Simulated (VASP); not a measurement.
# RbBr3 (I4/mmm) in VASP: relaxation of cell and atoms with PBE

Aim: the relaxation of cell and atoms of RbBr3 with PBE.

Everything below comes from runs of VASP 6.6.1. Logs are shortened: lines on timing, memory, paths and dates and some standing lists are left out, and cuts for length are marked.

### Step 1. The cell of the first run

It takes space group I4/mmm (No. 139, tetragonal). The conventional cell has a = 4.453 Å, b = 4.453 Å, c = 16.044 Å, α = 90.00°, β = 90.00°, γ = 90.00°. Within 4.1 Å of Rb (site symmetry 4/mmm) lie 4 Br at 3.15 Å. Within 4.1 Å of Br (site symmetry -4m2) lie 4 Br at 3.15 Å. Br (site symmetry 4/mmm) has 4 Rb at 3.15 Å within 4.1 Å.

### Step 2. Relaxation of cell and atoms, PBE

The input, INCAR:

```
SYSTEM = RbBr3
PREC = Accurate
ENCUT = 600
EDIFF = 1E-6
ISMEAR = 0
SIGMA = 0.1
LREAL = .False.
LASPH = .True.
NELM = 80
ALGO = Normal
ISIF = 3
LWAVE = .False.
LCHARG = .False.
GGA = PE
IBRION = 2
NSW = 100
EDIFFG = -0.01
KPAR = 4
```

The input, KPOINTS:

```
Automatic mesh
0
Gamma
  14 14 14
  0 0 0
```

The input, POSCAR:

```
RbBr3
1.0
   -2.2267393981      2.2267393981      8.0222406874
    2.2267393981     -2.2267393981      8.0222406874
    2.2267393981      2.2267393981     -8.0222406874
Rb Br
1 3
Direct
    0.0000000000      0.0000000000      0.0000000000
    0.7500000000      0.2500000000      0.5000000000
    0.2500000000      0.7500000000      0.5000000000
    0.5000000000      0.5000000000      0.0000000000
```

Potentials or basis: VASP PAW PBE potentials, release 64 (Rb_sv, Br).

On the command line:

```sh
> cat potpaw_PBE.64/Rb_sv/POTCAR potpaw_PBE.64/Br/POTCAR > POTCAR
> mpirun -np 4 vasp_std > vasp.out
```

OUTCAR:

```text
SYSTEM = RbBr3
   PREC = Accurate
   ENCUT = 600
   EDIFF = 1E-6
   ISMEAR = 0
   LREAL = .False.
   LASPH = .True.
   NELM = 80
   ISIF = 3
   GGA = PE
   IBRION = 2
   NSW = 100
   EDIFFG = -0.01

 ion  position               nearest neighbor table
   1  0.000  0.000  0.000-   4 3.15   4 3.15   4 3.15   4 3.15
   2  0.750  0.250  0.500-
   3  0.250  0.750  0.500-
   4  0.500  0.500  0.000-   1 3.15   1 3.15   1 3.15   1 3.15

  LATTYP: Found a body centered tetragonal cell.
 ALAT       =     4.4534787962
 C/A-ratio  =     3.6026850265

  Lattice vectors:

 A1 = (  -2.2267393981,   2.2267393981,   8.0222406874)
 A2 = (   2.2267393981,  -2.2267393981,   8.0222406874)
 A3 = (   2.2267393981,   2.2267393981,  -8.0222406874)

Analysis of symmetry for initial positions (statically):
=====================================================================
 Subroutine PRICEL returns:
 Original cell was already a primitive cell.

 Routine SETGRP: Setting up the symmetry group for a
 body centered tetragonal supercell.

 Subroutine GETGRP returns: Found 16 space group operations
 (whereof 16 operations were pure point group operations)
 out of a pool of 16 trial point group operations.

The static configuration has the point symmetry D_4h.

Analysis of symmetry for dynamics (positions and initial velocities):
=====================================================================
 Subroutine PRICEL returns:
 Original cell was already a primitive cell.

 Routine SETGRP: Setting up the symmetry group for a
 body centered tetragonal supercell.

 Subroutine GETGRP returns: Found 16 space group operations
 (whereof 16 operations were pure point group operations)
 out of a pool of 16 trial point group operations.

The dynamic configuration has the point symmetry D_4h.

 Subroutine INISYM returns: Found 16 space group operations
 (whereof 16 operations are pure point group operations),
 and found     1 'primitive' translations

----------------------------------------------------------------------------------------

                                     Primitive cell

  volume of cell :     159.1089

  direct lattice vectors                    reciprocal lattice vectors
[... 84 lines left out ...]
   ICHARG =      2    charge: 1-file 2-atom 10-const
   ISPIN  =      1    spin polarized calculation?
   LNONCOLLINEAR =      F non collinear calculations
   LSORBIT =      F    spin-orbit coupling
   LASPH  =      T    aspherical Exc in radial PAW
   ENCUT  =  600.0 eV  44.10 Ry    6.64 a.u.  17.21 17.21 17.21*2*pi/ulx,y,z
   NELM   =     80;   NELMIN=  2; NELMDL= -5     # of ELM steps
   EDIFF  = 0.1E-05   stopping-criterion for ELM
   LREAL  =      F    real-space projection
   EDIFFG = -.1E-01   stopping-criterion for IOM
   NSW    =    100    number of steps for IOM
   IBRION =      2    ionic relax: 0-MD 1-quasi-New 2-CG
   NFREE  =      1    steps in history (QN), initial steepest desc. (CG)
   ISIF   =      3    stress and relaxation
   ISYM   =      2    0-nonsym 1-usesym 2-fastsym
   POTIM  = 0.5000    time-step for ionic-motion
   TEBEG  =    0.0;   TEEND  =   0.0 temperature during run
   PSTRESS=    0.0 pullay stress
   NELECT =      30.0000    total number of electrons
   NUPDOWN=      -1.0000    fix difference up-down
   EMIN   =  10.00;   EMAX   =-10.00  energy-range for DOS
   EFERMI =   0.00;   METHOD = LEGACY
   ISMEAR =     0;   SIGMA  =   0.10  broadening in eV -4-tet -1-fermi 0-gaus
   EFERMI_NEDOS =   21; number of points for ismear=-14 and -15
   IALGO  =     38    algorithm
   IMIX   =      4    mixing-type and parameters
     AMIX     =   0.40;   BMIX     =  1.00
     AMIX_MAG =   1.60;   BMIX_MAG =  1.00
  volume/ion in A,a.u.               =      39.78       268.43
  Fermi-wavevector in a.u.,A,eV,Ry     =   0.938751  1.773982 11.990182  0.881253
  Thomas-Fermi vector in A             =   2.065994
   LORBIT       =      0    0 simple, 1 ext, 2 COOP (PROOUT), +10 PAW based schemes
   GGA     = PE    functional components
   LHFCALC =     F    Hartree Fock is set to
   AEXX    =    0.0000 exact exchange contribution
   IVDW    =     0    specifies the selected vdW correction
   LEPSILON=     F    determine dielectric tensor
   LRPA    =     F    only Hartree local field effects (RPA)
 conjugate gradient relaxation of ions
 non-spin polarized calculation
 Gauss-broadening in eV      SIGMA  =   0.10
  energy-cutoff  :      600.00
  volume of cell :      159.11
 maximum number of plane-waves:      5346
 NGX is ok and might be reduce to    70
   NGX = 35   NGY = 35   NGZ = 35

 number of electron      30.0000002 magnetization

 Free energy of the ion-electron system (eV)
  ---------------------------------------------------
  ext. energy  EPLUGINS =         0.00000000
  ---------------------------------------------------
  free energy    TOTEN  =        -8.35336608 eV

  energy without entropy =       -8.33309873  energy(sigma->0) =       -8.34323240

 E-fermi :  -1.4734     XC(G=0):  -7.2473

 val. band max:       -1.4735508257   @ k =  -0.3571  -0.4286   0.3571
 cond. band min:      -1.4730829933   @ k =  -0.4286   0.5000   0.4286
 fundamental gap:      0.0004678325
 Fermi energy:        -1.4733993365

 k-point     1 :       0.0000    0.0000    0.0000
  band No.  band energies     occupation
      1     -25.8651      2.00000
      2     -16.0122      2.00000
      3     -14.4828      2.00000
      4     -13.7760      2.00000
      5     -10.0702      2.00000
      6      -9.9931      2.00000
[... 505 lines left out ...]
      6     -10.0379      2.00000
[... 11 lines left out ...]
     18       6.0443      0.00000
     19       6.2716      0.00000

 [... further k-points ...]
[... 5 lines left out ...]
  --------------------------------------------------------------------------------------
  -------------------------------------------------------------------------------------
  Total        0.0309785      0.0309785     -0.0113915      0.0000000     -0.0000000      0.0000000
  in kB        0.3119442      0.3119442     -0.1147091      0.0000000     -0.0000000      0.0000000
  external PRESSURE =       0.1697264 kB  Pullay stress =       0.0000000 kB

 VOLUME and BASIS-vectors are now :
 -----------------------------------------------------------------------------
  energy-cutoff  :      600.00
  volume of cell :      159.11
      direct lattice vectors                 reciprocal lattice vectors
    -2.226739398  2.226739398  8.022240687     0.000000000  0.224543564  0.062326726
     2.226739398 -2.226739398  8.022240687     0.224543564  0.000000000  0.062326726
     2.226739398  2.226739398 -8.022240687     0.224543564  0.224543564  0.000000000

 POSITION                                       TOTAL-FORCE (eV/Angst)
 -----------------------------------------------------------------------------------
      0.00000      0.00000      0.00000        -0.000000      0.000000     -0.000000
     -0.00000      2.22674      4.01112        -0.000000      0.000000      0.000000
      2.22674     -0.00000      4.01112         0.000000     -0.000000      0.000000
      0.00000      0.00000      8.02224        -0.000000      0.000000     -0.000000
 -----------------------------------------------------------------------------------
    total drift:                               -0.000000     -0.000000      0.000000

  FREE ENERGIE OF THE ION-ELECTRON SYSTEM (eV)
  ---------------------------------------------------
  free  energy   TOTEN  =        -8.3533660806 eV

  energy  without entropy=       -8.3330987262  energy(sigma->0) =       -8.34323240

 reached required accuracy - stopping structural energy minimisation
```

OSZICAR:

```text
N       E                     dE             d eps       ncg     rms          rms(c)
DAV:   1     0.220796571208E+03    0.22080E+03   -0.13411E+04  9272   0.148E+03
DAV:   2     0.101968171304E+02   -0.21060E+03   -0.20609E+03 13659   0.232E+02
DAV:   3    -0.853729655517E+01   -0.18734E+02   -0.18638E+02 11012   0.794E+01
DAV:   4    -0.912318759459E+01   -0.58589E+00   -0.58473E+00 15260   0.129E+01
DAV:   5    -0.912926150684E+01   -0.60739E-02   -0.60720E-02 11394   0.116E+00    0.594E+00
DAV:   6    -0.856742165098E+01    0.56184E+00   -0.61463E-01 10946   0.427E+00    0.395E+00
DAV:   7    -0.854268312209E+01    0.24739E-01   -0.25978E+00 11335   0.587E+00    0.332E+00
DAV:   8    -0.836854160607E+01    0.17414E+00   -0.13554E+00 10199   0.215E+00    0.125E+00
DAV:   9    -0.839853546802E+01   -0.29994E-01   -0.15581E-01 10370   0.166E+00    0.766E-01
DAV:  10    -0.836426377692E+01    0.34272E-01   -0.23519E-02 10626   0.743E-01    0.476E-01
DAV:  11    -0.835626940208E+01    0.79944E-02   -0.58897E-03 11434   0.321E-01    0.259E-01
DAV:  12    -0.835380892048E+01    0.24605E-02   -0.17513E-03 11825   0.162E-01    0.119E-01
DAV:  13    -0.835463054907E+01   -0.82163E-03   -0.14047E-03 10466   0.175E-01    0.208E-01
DAV:  14    -0.835345247773E+01    0.11781E-02   -0.58199E-04 10469   0.102E-01    0.568E-02
DAV:  15    -0.835336844650E+01    0.84031E-04   -0.11715E-04 10796   0.418E-02    0.133E-02
DAV:  16    -0.835336665081E+01    0.17957E-05   -0.10727E-05 10590   0.169E-02    0.608E-03
DAV:  17    -0.835336608060E+01    0.57021E-06   -0.91922E-07  6728   0.484E-03
   1 F= -.83533661E+01 E0= -.83432324E+01  d E =-.835337E+01
```

CONTCAR:

```text
RbBr3
   1.00000000000000
    -2.2267393980999999    2.2267393980999999    8.0222406874000001
     2.2267393980999999   -2.2267393980999999    8.0222406874000001
     2.2267393980999999    2.2267393980999999   -8.0222406874000001
  Rb              Br
     1     3
Direct
     0.0000000000000000    0.0000000000000000    0.0000000000000000
     0.7500000000000000    0.2500000000000000    0.5000000000000000
     0.2500000000000000    0.7500000000000000    0.5000000000000000
     0.5000000000000000    0.5000000000000000    0.0000000000000000

  0.00000000E+00  0.00000000E+00  0.00000000E+00
  0.00000000E+00  0.00000000E+00  0.00000000E+00
  0.00000000E+00  0.00000000E+00  0.00000000E+00
  0.00000000E+00  0.00000000E+00  0.00000000E+00
```

It took 9.6 min on 4 MPI ranks of Intel Xeon 6975P-C (Granite Rapids), shared host; peak memory 1.3 GiB.

What came out:

* Free energy: -8.3534 eV
* Pressure after relaxing: 0.0 GPa
* Band gap on the k mesh: zero (bands 15 and 16 overlap by 1.24 eV)

Final structure:
```yaml
crystal:
  lattice:
    - [-2.22674, 2.22674, 8.02224]
    - [2.22674, -2.22674, 8.02224]
    - [2.22674, 2.22674, -8.02224]
  atoms:
    - { symbol: Rb, position: [0.00000, 0.00000, 0.00000] }
    - { symbol: Br, position: [0.75000, 0.25000, 0.50000] }
    - { symbol: Br, position: [0.25000, 0.75000, 0.50000] }
    - { symbol: Br, position: [0.50000, 0.50000, 0.00000] }
```

Levels at points of the mesh, in eV from the Fermi level:
```csv
k point,band 12,band 13,band 14,band 15,band 16,band 17,band 18,band 19
"(0.00, 0.00, 0.00)",-0.13,0.03,0.03,0.45,0.45,4.79,6.09,6.76
"(0.50, 0.00, 0.00)",-1.51,-1.37,-1.04,-0.53,-0.21,6.97,7.19,7.87
"(0.50, 0.50, 0.00)",-0.23,-0.18,-0.13,1.00,1.00,6.54,6.64,7.16
"(0.50, 0.50, 0.50)",-0.31,0.03,0.03,0.45,0.45,5.94,6.00,6.64
```
